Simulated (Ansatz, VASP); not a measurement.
**MoS2: VASP beside Ansatz**

```xyz
6
Lattice="3.1153 0.0000 0.0000 -1.5576 2.6979 0.0000 0.0000 0.0000 12.1151" Properties=species:S:1:pos:R:3 pbc="T T T"
Mo    0.0000    1.7986    3.0288
Mo    1.5576    0.8993    9.0863
S     0.0000    1.7986    7.5477
S     1.5576    0.8993    1.4902
S     0.0000    1.7986   10.6249
S     1.5576    0.8993    4.5674
```

Alike in both runs: task single point; functional PBE; k mesh 8 × 8 × 2; occupations fermi-dirac, width 0.1 eV; no spin polarisation.

```csv
,VASP,Ansatz
version,VASP 6.6.1,Ansatz 0.2.0
potentials or method,"VASP PAW PBE potentials, release 64 (Mo_sv, S), cutoff 520 eV","plane waves, PAW"
valence electrons in the cell,52,52
```

|  | VASP | Ansatz | Ansatz less VASP |
| --- | --- | --- | --- |
| pressure (GPa) | 10.5 | 10.7 | +0.16 |
| traceless stress, the component that is largest in VASP (GPa) | 0.86 | 0.91 | +0.050 |

The functional is the same, so the differences come from potentials, cutoffs and numerics. Ansatz's warnings: structure snapped to symmetry.
